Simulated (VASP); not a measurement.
# ZrS (Fm-3m) in VASP: a series of runs, part 2 of 2

VASP 6.6.1. The steps go on from the part before.

**4. Vibrations by perturbation theory, PBEsol**

The input, INCAR:

```
ALGO     = Normal         # electronic algorithm
EDIFF    = 1E-8           # SCF threshold, eV
ENCUT    = 520            # plane-wave cutoff, eV
GGA      = PS             # functional
IBRION   = 8              # ionic algorithm
ISIF     = 2              # what is computed and relaxed
ISMEAR   = -1             # smearing method
LASPH    = T              # aspherical terms in the spheres
LCHARG   = F              # write CHGCAR
LREAL    = F              # projectors in reciprocal space
LWAVE    = F              # write WAVECAR
NBANDS   = 16             # bands
NELM     = 60             # most SCF steps
NSW      = 1              # ionic steps
PREC     = Accurate       # precision mode
SIGMA    = 0.15           # smearing width, eV
```

The input, KPOINTS:

```
k-points
0
Gamma
  14 14 14
```

The input, POSCAR:

```
ZrS
1.0
    0.0000000000      2.5845856146      2.5845856146
    2.5845856146      0.0000000000      2.5845856146
    2.5845856146      2.5845856146      0.0000000000
Zr S
1 1
Direct
    0.0000000000      0.0000000000      0.0000000000
    0.5000000000      0.5000000000      0.5000000000
```

Potentials or basis: VASP PAW PBE potentials, release 64 (Zr_sv, S).

The run is started by

```bash
> cat potpaw_PBE.64/Zr_sv/POTCAR potpaw_PBE.64/S/POTCAR > POTCAR
> mpirun -np 1 vasp_std > vasp.out
```

OUTCAR:

```text
EDIFF = 1E-8
   ENCUT = 520
   GGA = PS
   IBRION = 8
   ISIF = 2
   ISMEAR = -1
   LASPH = T
   LREAL = F
   NELM = 60
   NSW = 1
   PREC = Accurate

 ion  position               nearest neighbor table
   1  0.000  0.000  0.000-   2 2.58   2 2.58   2 2.58   2 2.58   2 2.58   2 2.58
   2  0.500  0.500  0.500-   1 2.58   1 2.58   1 2.58   1 2.58   1 2.58   1 2.58

  LATTYP: Found a face centered cubic cell.
 ALAT       =     5.1691712292

  Lattice vectors:

 A1 = (   0.0000000000,   2.5845856146,   2.5845856146)
 A2 = (   2.5845856146,   0.0000000000,   2.5845856146)
 A3 = (   2.5845856146,   2.5845856146,   0.0000000000)

Analysis of symmetry for initial positions (statically):
=====================================================================
 Subroutine PRICEL returns:
 Original cell was already a primitive cell.

 Routine SETGRP: Setting up the symmetry group for a
 face centered cubic supercell.

 Subroutine GETGRP returns: Found 48 space group operations
[... 682 lines left out ...]
 INTERNAL STRAIN TENSOR  FOR ION    2  DIRECTION 1   (eV/Angst):
 -----------------------------------------------------------------------------
     0.04850 -0.00000 -0.00000
     0.00000 -0.02397  0.00000
    -0.00000  0.00000 -0.02397

 INTERNAL STRAIN TENSOR FOR ION    2 for displacements in x,y,z  (eV/Angst):
          X           Y           Z          XY          YZ          ZX
  --------------------------------------------------------------------------------
  x     0.00000     0.00000     0.00000     0.00000     0.00000     0.00000
  y     0.00000     0.00000     0.00000     0.00000     0.00000     0.00000
  z     0.00000     0.00000     0.00000     0.00000     0.00000     0.00000

 SECOND DERIVATIVES (NOT SYMMETRIZED)
 ------------------------------------
               1X          1Y          1Z          2X          2Y          2Z
  1X    -6.019565    0.000000    0.000000    6.019565    0.000000    0.000000
  1Y     0.000000   -6.019565    0.000000    0.000000    6.019565    0.000000
  1Z     0.000000    0.000000   -6.019565    0.000000    0.000000    6.019565
  2X     6.017977    0.000000    0.000000   -6.017977    0.000000    0.000000
  2Y     0.000000    6.017977    0.000000    0.000000   -6.017977    0.000000
  2Z     0.000000    0.000000    6.017977    0.000000    0.000000   -6.017977

 Eigenvectors and eigenvalues of the dynamical matrix
 ----------------------------------------------------

   1 f  =    7.873682 THz    49.471804 2PiTHz  262.637765 cm-1    32.562918 meV
             X         Y         Z           dx          dy          dz
      0.000000  0.000000  0.000000    -0.508994   -0.032518   -0.002027
      2.584586  2.584586  2.584586     0.858396    0.054840    0.003419
[... 21 lines left out ...]
   6 f/i=    0.000455 THz     0.002862 2PiTHz    0.015193 cm-1     0.001884 meV
             X         Y         Z           dx          dy          dz
      0.000000  0.000000  0.000000    -0.825452    0.240641    0.024172
      2.584586  2.584586  2.584586    -0.489460    0.142690    0.014333

--------------------------------------------------------------------------------------------------------

 ELASTIC MODULI CONTR FROM IONIC RELAXATION (kBar)
 Direction    XX          YY          ZZ          XY          YZ          ZX
 --------------------------------------------------------------------------------
 XX           0.0000      0.0000      0.0000      0.0000      0.0000      0.0000
 YY           0.0000      0.0000      0.0000      0.0000      0.0000      0.0000
 ZZ           0.0000      0.0000      0.0000      0.0000      0.0000      0.0000
 XY           0.0000      0.0000      0.0000      0.0000      0.0000      0.0000
 YZ           0.0000      0.0000      0.0000      0.0000      0.0000      0.0000
 ZX           0.0000      0.0000      0.0000      0.0000      0.0000      0.0000
 --------------------------------------------------------------------------------
```

OSZICAR:

```text
N       E                     dE             d eps       ncg     rms          rms(c)
DAV:   1     0.120844118242E+03    0.12084E+03   -0.96851E+03  3328   0.110E+03
DAV:   2    -0.123510955299E+02   -0.13320E+03   -0.12836E+03  4336   0.282E+02
DAV:   3    -0.173466987578E+02   -0.49956E+01   -0.49537E+01  5200   0.486E+01
DAV:   4    -0.174440244084E+02   -0.97326E-01   -0.97307E-01  4200   0.605E+00
[... 52 lines left out ...]
RMM:  10    -0.105971663913E+00   -0.21111E-06   -0.78578E-07 17988   0.382E-04    0.264E-05
RMM:  11    -0.105971608832E+00    0.55080E-07    0.92392E-07 18541   0.174E-04    0.130E-05
RMM:  12    -0.105971583546E+00    0.25287E-07    0.12450E-07 18305   0.871E-05    0.268E-06
RMM:  13    -0.105971575002E+00    0.85442E-08    0.10415E-07 17893   0.462E-05    0.521E-06
RMM:  14    -0.105971579271E+00   -0.42697E-08    0.29639E-08 16600   0.285E-05    0.153E-06
 Linear response finished
```

stdout:

```text
POSCAR found type information on POSCAR ZrS
 POSCAR found :  2 types and       2 ions
 scaLAPACK will be used
 -----------------------------------------------------------------------------
|                                                                             |
|                                                                             |
|     You enforced a specific xc type in the INCAR file but a different       |
|     I HOPE YOU KNOW WHAT YOU ARE DOING!                                     |
|                                                                             |
 -----------------------------------------------------------------------------

 LDA part: xc-table for (Slater+PW92), standard interpolation
 POSCAR, INCAR and KPOINTS ok, starting setup
 FFT: planning ... GRIDC
 FFT: planning ... GRID_SOFT
 FFT: planning ... GRID
 WAVECAR not read
 entering main loop
 Linear response reoptimize wavefunctions to high precision
 Linear response DOF=           2
 Linear response progress:
 first order change of Fermi-energy  -0.22151E-03
 force on displaced ion       1 direction 1 :  -6.020   0.000   0.000
 Linear response progress:
 first order change of Fermi-energy   0.41659E-03
 force on displaced ion       2 direction 1 :  -6.018   0.000   0.000
 Linear response finished
```

Wall time 10 min (1 thread of Intel Xeon Platinum 8259CL at 2.50GHz (Skylake/Cascade Lake), shared host); peak memory 0.42 GiB.

What came out:

| Quantity | Value |
| --- | --- |
| Highest phonon frequency at Γ, LO-TO splitting left out | 263 cm⁻¹ |

Phonon frequencies in cm⁻¹ (negative: imaginary):
```tsv
q point	frequencies
(0.000, 0.000, 0.000)	0 0 0 263 263 263
```

Caveat: the PAW data sets were made with another functional, which shifts forces and pressure a little.

**5. Elastic constants, PBEsol**

This run uses another cell than the first one, of 15.19 Å³/atom, 0.881 times its volume.

The input, INCAR:

```
PREC = Accurate
ENCUT = 600
EDIFF = 1E-8
ISMEAR = -1
SIGMA = 0.15
LREAL = False
LASPH = True
NELM = 80
ALGO = Normal
ISIF = 3
LWAVE = False
LCHARG = False
GGA = PS
NBANDS = 16
IBRION = 6
NFREE = 2
POTIM = 0.015
NSW = 1
```

The input, KPOINTS:

```
regular mesh
0
Gamma
  14 14 14
```

The input, POSCAR:

```
ZrS
1.0
    0.0000000000      2.4763919402      2.4763919402
    2.4763919402      0.0000000000      2.4763919402
    2.4763919402      2.4763919402      0.0000000000
Zr S
1 1
Direct
    0.0000000000      0.0000000000      0.0000000000
    0.5000000000      0.5000000000      0.5000000000
```

Potentials or basis: VASP PAW PBE potentials, release 64 (Zr_sv, S).

The run is started by

```bash
> cat potpaw_PBE.64/Zr_sv/POTCAR potpaw_PBE.64/S/POTCAR > POTCAR
> mpirun -np 1 vasp_std > vasp.out
```

OUTCAR:

```text
PREC = Accurate
   ENCUT = 600
   EDIFF = 1E-8
   ISMEAR = -1
   LREAL = False
   LASPH = True
   NELM = 80
   ISIF = 3
   GGA = PS
   IBRION = 6
   NFREE = 2
   POTIM = 0.015
   NSW = 1

 ion  position               nearest neighbor table
   1  0.000  0.000  0.000-   2 2.48   2 2.48   2 2.48   2 2.48   2 2.48   2 2.48
[... 906 lines left out ...]
      0.000000  0.000000  0.000000    -0.510016    0.000000    0.000000
      2.476392  2.476392  2.476392     0.860165    0.000000    0.000000
[... 21 lines left out ...]
   6 f/i=    0.000368 THz     0.002310 2PiTHz    0.012261 cm-1     0.001520 meV
             X         Y         Z           dx          dy          dz
      0.000000  0.000000  0.000000    -0.860165    0.000000    0.000000
      2.476392  2.476392  2.476392    -0.510016    0.000000    0.000000

--------------------------------------------------------------------------------------------------------

 ELASTIC MODULI CONTR FROM IONIC RELAXATION (kBar)
 Direction    XX          YY          ZZ          XY          YZ          ZX
 --------------------------------------------------------------------------------
 XX           0.0000      0.0000      0.0000      0.0000      0.0000      0.0000
 YY           0.0000      0.0000      0.0000      0.0000      0.0000      0.0000
 ZZ           0.0000      0.0000      0.0000      0.0000      0.0000      0.0000
 XY           0.0000      0.0000      0.0000      0.0000      0.0000      0.0000
 YZ           0.0000      0.0000      0.0000      0.0000      0.0000      0.0000
 ZX           0.0000      0.0000      0.0000      0.0000      0.0000      0.0000
 --------------------------------------------------------------------------------

 TOTAL ELASTIC MODULI (kBar)
 Direction    XX          YY          ZZ          XY          YZ          ZX
 --------------------------------------------------------------------------------
 XX        5874.8568    447.6859    447.6859      0.0000      0.0000      0.0000
 YY         447.6859   5874.8568    447.6859     -0.0000      0.0000      0.0000
 ZZ         447.6859    447.6859   5874.8568      0.0000     -0.0000     -0.0000
 XY           0.0000     -0.0000      0.0000    277.1866      0.0000     -0.0000
 YZ           0.0000      0.0000     -0.0000      0.0000    277.1866     -0.0000
 ZX           0.0000      0.0000     -0.0000     -0.0000     -0.0000    277.1866
 --------------------------------------------------------------------------------
```

OSZICAR:

```text
N       E                     dE             d eps       ncg     rms          rms(c)
DAV:   1     0.135620993965E+03    0.13562E+03   -0.10715E+04  3328   0.126E+03
DAV:   2    -0.114169315960E+02   -0.14704E+03   -0.14167E+03  4320   0.307E+02
DAV:   3    -0.169730727732E+02   -0.55561E+01   -0.55147E+01  5032   0.528E+01
[... 202 lines left out ...]
DAV:   4    -0.162592290576E+02    0.98093E-05   -0.99352E-05 10424   0.587E-02    0.205E-02
DAV:   5    -0.162592271189E+02    0.19387E-05   -0.45341E-06  9360   0.167E-02    0.104E-02
DAV:   6    -0.162592269576E+02    0.16130E-06   -0.83774E-07 10840   0.601E-03    0.172E-03
DAV:   7    -0.162592269465E+02    0.11087E-07   -0.77753E-08 10080   0.186E-03    0.722E-04
DAV:   8    -0.162592269465E+02    0.56161E-10   -0.12421E-08  6992   0.743E-04
  17 F= -.16259227E+02 E0= -.16218519E+02  d E =-.814163E-01
```

It took 41 min on 1 thread of Intel Xeon 6975P-C, shared host; peak memory 0.77 GiB.

What came out:

- Elastic constants C11, C12, C44: 587, 45, 28 GPa
- Voigt bulk modulus: 226 GPa
- Highest phonon frequency at Γ, LO-TO splitting left out: 357 cm⁻¹

Phonon frequencies in cm⁻¹ (negative: imaginary):
```csv
q point,frequencies
"(0.000, 0.000, 0.000)",0 0 0 357 357 357
```

Elastic tensor in Voigt notation (GPa, in the Cartesian axes of the cell as first typed):
```
587  45  45   0   0   0
 45 587  45   0   0   0
 45  45 587   0   0   0
  0   0   0  28   0   0
  0   0   0   0  28   0
  0   0   0   0   0  28
```

Clamped-ion elastic tensor (GPa):
```
587  45  45   0   0   0
 45 587  45   0   0   0
 45  45 587   0   0   0
  0   0   0  28   0   0
  0   0   0   0  28   0
  0   0   0   0   0  28
```

Caveat: the cell is under stress, which shifts elastic constants; the PAW data sets were made with another functional, which shifts forces and pressure a little.
